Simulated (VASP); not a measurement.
Input of a VASP 6.6.1 run:

Contents of INCAR:

```
ALGO     = Normal         # electronic algorithm
EDIFF    = 1E-6           # SCF threshold, eV
ENCUT    = 520            # plane-wave cutoff, eV
GGA      = PE             # functional
ISIF     = 2              # what is computed and relaxed
ISMEAR   = 0              # smearing method
LASPH    = True           # aspherical terms in the spheres
LCHARG   = False          # write CHGCAR
LREAL    = False          # projectors in reciprocal space
LWAVE    = False          # write WAVECAR
NBANDS   = 26             # bands
NELM     = 60             # most SCF steps
PREC     = Accurate       # precision mode
SIGMA    = 0.05           # smearing width, eV
```

The input KPOINTS:

```
k-points
0
Gamma
  8 8 8
```

The input POSCAR:

```
Si
1.0
    3.3455832253     -3.3455832253      1.9304179686
    3.3455832253      3.3455832253     -1.9304179686
   -3.3455832253      3.3455832253      5.7912539057
Si
8
Direct
    0.2273886746      0.2092647497      0.0794324091
    0.5893052538      0.3572210152      0.5893052538
    0.4106947462      0.6427789848      0.4106947462
    0.9106947462      0.6427789848      0.9106947462
    0.7320842385      0.0000000000      0.0893052538
    0.2320842386      0.0000000000      0.5893052538
    0.7679157615      0.0000000000      0.4106947462
    0.2679157614      0.0000000000      0.9106947462
```

Potentials or basis: VASP PAW PBE potentials, release 64 (Si).

The run is started by

```sh
$ cat potpaw_PBE.64/Si/POTCAR > POTCAR
$ mpirun -np 1 vasp_std > vasp.out
```

**Question.** Estimate the pressure.

**Answer.** 19.5 GPa.

**Question.** Estimate the band gap on the k mesh.

**Answer.** Zero (bands 16 and 17 overlap by 0.80 eV).

**Question.** What does it give for the largest force?

**Answer.** 47.958 eV/Å.

Stress tensor (GPa, compression positive):
```
-1.66 -1.38 -0.37
-1.38 53.88 20.10
-0.37 20.10  6.17
```

Caveat: the cell differs from its parent crystal (atom 1 (Si) moved by -0.990 Å along [0 1 0] and +0.495 Å along [0 0 1]); atoms lie so close that the PAW spheres overlap strongly, which falsifies energies and pressures; the stress differs along the axes, from -2 to 54 GPa; forces of over 1 eV/Å act on the atoms, so gaps and moduli don't describe the material at rest.
